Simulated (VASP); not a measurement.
# SrO (Pm-3m) in VASP: notebook

Aim: see how the results for SrO move with the level of theory and the settings. Levels: HSE06, LDA, PBE0. Tasks: single point.

All numbers are computed with VASP 6.6.1; they aren't measurements. Logs are shortened: lines on timing, memory, paths and dates and some standing lists are left out, and cuts for length are marked.

## Step 1: The cell of the first run

Symmetry: Pm-3m, No. 221, cubic system. The conventional cell has a = 3.103 Å, b = 3.103 Å, c = 3.103 Å, α = 90.00°, β = 90.00°, γ = 90.00°. Sr (site symmetry m-3m) has 8 O at 2.69 Å and 6 Sr at 3.10 Å within 3.5 Å. O (site symmetry m-3m) has 8 Sr at 2.69 Å and 6 O at 3.10 Å within 3.5 Å.

## Step 2: Single point, HSE06

POSCAR

```
SrO
1.0
    3.1028650670      0.0000000000      0.0000000000
    0.0000000000      3.1028650670      0.0000000000
    0.0000000000      0.0000000000      3.1028650670
Sr O
1 1
Direct
    0.0000000000      0.0000000000      0.0000000000
    0.5000000000      0.5000000000      0.5000000000
```

INCAR.step1

```
SYSTEM = SrO
PREC     = Accurate       ! precision mode
ENCUT    = 520            ! plane-wave cutoff, eV
EDIFF    = 1E-5           ! SCF threshold, eV
ISMEAR   = 0              ! smearing method
SIGMA    = 0.01           ! smearing width, eV
LREAL    = .False.        ! projectors in reciprocal space
LASPH    = .True.         ! aspherical terms in the spheres
NELM     = 100            ! most SCF steps
ALGO     = Normal         ! electronic algorithm
ISIF     = 2              ! what is computed and relaxed
LWAVE    = .True.         ! write WAVECAR
LCHARG   = .False.        ! write CHGCAR
GGA      = PE             ! functional
NBANDS   = 15             ! bands
```

INCAR.step2

```
SYSTEM = SrO
PREC     = Accurate       ! precision mode
ENCUT    = 520            ! plane-wave cutoff, eV
EDIFF    = 1E-6           ! SCF threshold, eV
ISMEAR   = 0              ! smearing method
SIGMA    = 0.01           ! smearing width, eV
LREAL    = .False.        ! projectors in reciprocal space
LASPH    = .True.         ! aspherical terms in the spheres
NELM     = 100            ! most SCF steps
ALGO     = Normal         ! electronic algorithm
ISIF     = 2              ! what is computed and relaxed
LWAVE    = .False.        ! write WAVECAR
LCHARG   = .False.        ! write CHGCAR
GGA      = PE             ! functional
LHFCALC  = .True.         ! exact exchange
HFSCREEN = 0.2079         ! screening, 1/A
PRECFOCK = Normal       
ISTART   = 1            
NBANDS   = 15             ! bands
```

KPOINTS

```
Automatic mesh
0
Gamma
  6 6 6
  0 0 0
```

Potentials or basis: VASP PAW PBE potentials, release 64 (Sr_sv, O).

On the command line:

```sh
cat potpaw_PBE.64/Sr_sv/POTCAR potpaw_PBE.64/O/POTCAR > POTCAR
cp INCAR.step1 INCAR
mpirun -np 1 vasp_std > vasp.out
cp INCAR.step2 INCAR
mpirun -np 1 vasp_std > vasp.out
```

OUTCAR:

```text
SYSTEM = SrO
   PREC = Accurate
   ENCUT = 520
   EDIFF = 1E-6
   ISMEAR = 0
   LREAL = .False.
   LASPH = .True.
   NELM = 100
   ISIF = 2
   GGA = PE
   LHFCALC = .True.
   HFSCREEN = 0.2079
   PRECFOCK = Normal
   ISTART = 1

 ion  position               nearest neighbor table
   1  0.000  0.000  0.000-   2 2.69   2 2.69   2 2.69   2 2.69   2 2.69   2 2.69   2 2.69   2 2.69

   2  0.500  0.500  0.500-   1 2.69   1 2.69   1 2.69   1 2.69   1 2.69   1 2.69   1 2.69   1 2.69

  LATTYP: Found a simple cubic cell.
 ALAT       =     3.1028650670

  Lattice vectors:

 A1 = (   3.1028650670,   0.0000000000,   0.0000000000)
 A2 = (   0.0000000000,   3.1028650670,   0.0000000000)
 A3 = (   0.0000000000,   0.0000000000,   3.1028650670)

Analysis of symmetry for initial positions (statically):
=====================================================================
 Subroutine PRICEL returns:
 Original cell was already a primitive cell.

 Routine SETGRP: Setting up the symmetry group for a
 simple cubic supercell.

 Subroutine GETGRP returns: Found 48 space group operations
 (whereof 48 operations were pure point group operations)
 out of a pool of 48 trial point group operations.

The static configuration has the point symmetry O_h .

Analysis of symmetry for dynamics (positions and initial velocities):
=====================================================================
 Subroutine PRICEL returns:
 Original cell was already a primitive cell.

 Routine SETGRP: Setting up the symmetry group for a
 simple cubic supercell.

 Subroutine GETGRP returns: Found 48 space group operations
 (whereof 48 operations were pure point group operations)
 out of a pool of 48 trial point group operations.

The dynamic configuration has the point symmetry O_h .

 Subroutine INISYM returns: Found 48 space group operations
 (whereof 48 operations are pure point group operations),
 and found     1 'primitive' translations

----------------------------------------------------------------------------------------

                                     Primitive cell

  volume of cell :      29.8737

  direct lattice vectors                    reciprocal lattice vectors
     3.102865067  0.000000000  0.000000000     0.322282787  0.000000000  0.000000000
     0.000000000  3.102865067  0.000000000     0.000000000  0.322282787  0.000000000
     0.000000000  0.000000000  3.102865067     0.000000000  0.000000000  0.322282787

  length of vectors
[... 96 lines left out ...]
     AMIX     =   0.40;   BMIX     =  1.00
     AMIX_MAG =   1.60;   BMIX_MAG =  1.00
  volume/ion in A,a.u.               =      14.94       100.80
  Fermi-wavevector in a.u.,A,eV,Ry     =   1.329491  2.512373 24.048913  1.767545
  Thomas-Fermi vector in A             =   2.458649
   LORBIT       =      0    0 simple, 1 ext, 2 COOP (PROOUT), +10 PAW based schemes
   GGA     = PE    functional components
   LHFCALC =     T    Hartree Fock is set to
   PRECFOCK=normal    Normal, Fast or Accurate (Low or Medium for compatibility)
   ENCUT4O =  -1.0   cutoff for four orbital integrals eV
   NKREDX  =     1    reduce k-point grid by
   NKREDY  =     1    reduce k-point grid by
   NKREDZ  =     1    reduce k-point grid by
   AEXX    =    0.2500 exact exchange contribution
   HFSCREEN=    0.2079 screening length (either q_TF or 0.3 A-1)
   HFSCREENC=   0.2079 screening length for correlation (either q_TF or 0.3 A-1)
   ENCUTFOCK=  -1.0 apply spherical cutoff to Coloumb kernel
   IVDW    =     0    specifies the selected vdW correction
   LEPSILON=     F    determine dielectric tensor
   LRPA    =     F    only Hartree local field effects (RPA)
 non-spin polarized calculation
 Gauss-broadening in eV      SIGMA  =   0.01
  energy-cutoff  :      520.00
  volume of cell :       29.87
 maximum number of plane-waves:       840
 NGX is ok and might be reduce to    24
  NGX = 18; NGY = 18; NGZ = 18

 number of electron      16.0000006 magnetization

 Free energy of the ion-electron system (eV)
  ---------------------------------------------------
  ext. energy  EPLUGINS =         0.00000000
  ---------------------------------------------------
  free energy    TOTEN  =       -13.35950393 eV

  energy without entropy =      -13.35950393  energy(sigma->0) =      -13.35950393

 E-fermi :   2.1675     XC(G=0):  -8.8989

 val. band max:        2.1050290993   @ k =   0.5000   0.5000   0.0000
 cond. band min:       6.3701877601   @ k =   0.0000   0.0000   0.0000
 fundamental gap:      4.2651586607
 Fermi energy:         2.1675002378

 k-point     1 :       0.0000    0.0000    0.0000
  band No.  band energies     occupation
      1     -33.7997      2.00000
      2     -15.1161      2.00000
      3     -13.6693      2.00000
      4     -13.6693      2.00000
      5     -13.6693      2.00000
      6       2.0313      2.00000
      7       2.0313      2.00000
      8       2.0313      2.00000
      9       6.3702      0.00000
     10       6.3702      0.00000
     11       8.3842      0.00000
     12      14.5719      0.00000
     13      14.5719      0.00000
     14      14.5719      0.00000
[... 329 lines left out ...]
      2     -14.8091      2.00000
      3     -14.8091      2.00000
      4     -14.8091      2.00000
      5     -14.3600      2.00000
      6      -1.0507      2.00000
      7      -1.0507      2.00000
      8      -1.0507      2.00000
      9      12.3032      0.00000
     10      12.3032      0.00000
     11      12.3032      0.00000
     12      17.5261      0.00000
     13      17.6016      0.00000
     14      17.6016      0.00000
     15      17.6016      0.00000

------------------------ aborting loop because EDIFF is reached ----------------------------------------

  FORCE on cell =-STRESS in cart. coord.  units (eV):
  Direction    XX          YY          ZZ          XY          YZ          ZX
  --------------------------------------------------------------------------------------
  -------------------------------------------------------------------------------------
  Total        0.0962833      0.0962833      0.0962833      0.0000000      0.0000000     -0.0000000
  in kB        5.1638411      5.1638411      5.1638411      0.0000000      0.0000000     -0.0000000
  external PRESSURE =       5.1638411 kB  Pullay stress =       0.0000000 kB

 VOLUME and BASIS-vectors are now :
 -----------------------------------------------------------------------------
  energy-cutoff  :      520.00
  volume of cell :       29.87
      direct lattice vectors                 reciprocal lattice vectors
     3.102865067  0.000000000  0.000000000     0.322282787  0.000000000  0.000000000
     0.000000000  3.102865067  0.000000000     0.000000000  0.322282787  0.000000000
     0.000000000  0.000000000  3.102865067     0.000000000  0.000000000  0.322282787

 POSITION                                       TOTAL-FORCE (eV/Angst)
 -----------------------------------------------------------------------------------
      0.00000      0.00000      0.00000         0.000000      0.000000      0.000000
      1.55143      1.55143      1.55143         0.000000      0.000000      0.000000
 -----------------------------------------------------------------------------------
    total drift:                                0.000000     -0.000000      0.000000

  FREE ENERGIE OF THE ION-ELECTRON SYSTEM (eV)
  ---------------------------------------------------
  free  energy   TOTEN  =       -13.3595039286 eV

  energy  without entropy=      -13.3595039286  energy(sigma->0) =      -13.35950393
```

OUTCAR.step1:

```text
SYSTEM = SrO
   PREC = Accurate
   ENCUT = 520
   EDIFF = 1E-5
   ISMEAR = 0
   LREAL = .False.
   LASPH = .True.
[... 576 lines left out ...]
      0.00000      0.00000      0.00000         0.000000      0.000000      0.000000
      1.55143      1.55143      1.55143         0.000000      0.000000      0.000000
 -----------------------------------------------------------------------------------
    total drift:                                0.000000      0.000000     -0.000000

  FREE ENERGIE OF THE ION-ELECTRON SYSTEM (eV)
  ---------------------------------------------------
  free  energy   TOTEN  =       -11.2101912754 eV

  energy  without entropy=      -11.2101912754  energy(sigma->0) =      -11.21019128
```

OSZICAR.step1:

```text
N       E                     dE             d eps       ncg     rms          rms(c)
DAV:   1     0.623375802708E+02    0.62338E+02   -0.86653E+03   608   0.106E+03
DAV:   2    -0.106751208621E+02   -0.73013E+02   -0.68000E+02   818   0.222E+02
DAV:   3    -0.131574579439E+02   -0.24823E+01   -0.24744E+01   698   0.367E+01
DAV:   4    -0.132110385063E+02   -0.53581E-01   -0.53568E-01   789   0.521E+00
DAV:   5    -0.132126867109E+02   -0.16482E-02   -0.16481E-02   756   0.743E-01    0.157E+01
DAV:   6    -0.113494479893E+02    0.18632E+01   -0.49127E+00   621   0.179E+01    0.180E+01
DAV:   7    -0.112439896272E+02    0.10546E+00   -0.26807E-01   673   0.405E+00    0.105E+01
DAV:   8    -0.112090701106E+02    0.34920E-01   -0.11956E-01   740   0.335E+00    0.841E-01
DAV:   9    -0.112102063297E+02   -0.11362E-02   -0.70611E-03   774   0.664E-01    0.234E-01
DAV:  10    -0.112101406351E+02    0.65695E-04   -0.64518E-04   670   0.278E-01    0.908E-02
DAV:  11    -0.112101900448E+02   -0.49410E-04   -0.84883E-05   665   0.869E-02    0.389E-02
DAV:  12    -0.112101912754E+02   -0.12307E-05   -0.81695E-06   633   0.330E-02
   1 F= -.11210191E+02 E0= -.11210191E+02  d E =-.143955-134
```

Run time: 31 min. Hardware: 1 thread of Intel Xeon Platinum 8259CL at 2.50GHz (Skylake/Cascade Lake), shared host; peak memory 0.26 GiB.

Results:

```
Free energy            : -13.3595 eV
Pressure               : 0.5 GPa
Band gap on the k mesh : 4.27 eV (least direct gap 4.34 eV)
```

Caveat: the structure was generated, so it needn't be the stable form of SrO; the PAW data sets were made with another functional, which shifts forces and pressure a little. A k mesh can miss the band edges.

(Continued in part 2 of 2.)
